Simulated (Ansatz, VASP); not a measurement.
# Two plane-wave programs on RbEuF3

```
CELL_PARAMETERS angstrom
5.06433 0.00000 0.00000
0.00000 5.06433 0.00000
0.00000 0.00000 5.06433
ATOMIC_POSITIONS crystal
Eu 0.00000 0.00000 0.00000
F 0.50000 0.00000 0.00000
F 0.00000 0.50000 0.00000
F 0.00000 0.00000 0.50000
Rb 0.50000 0.50000 0.50000
```

Alike in both runs: task single point; functional r2SCAN; k mesh 4 × 4 × 4; collinear spin; Hubbard terms Eu f U = 2.19 eV.

|  | VASP | Ansatz |
| --- | --- | --- |
| version | VASP 6.6.1 | Ansatz 0.2.0 |
| potentials or method | VASP PAW PBE potentials, release 64 (Eu, F, Rb_sv), cutoff 520 eV | PAW plane waves |
| occupations | fermi-dirac, width 0.1 eV | fermi-dirac |
| valence electrons in the cell | 47 | 47 |

|  | VASP | Ansatz | Ansatz less VASP |
| --- | --- | --- | --- |
| pressure (GPa) | -5.7 | -5.5 | +0.20 |
| net moment per atom (μB) | 1.40 | 1.40 | +0.003 |
| size of the moment on the site where the two differ most (μB) | 6.61 | 6.80 | +0.192 |

VASP's potentials were made for PBE, not for r2SCAN. Site moments also hang on the region over which each program counts them. The programs project onto different local orbitals, so the same U acts differently, and such runs can settle in different states. Ansatz's warnings: filled band counts differ across k points, stability check not made.

Neither program's run includes spin-orbit coupling.
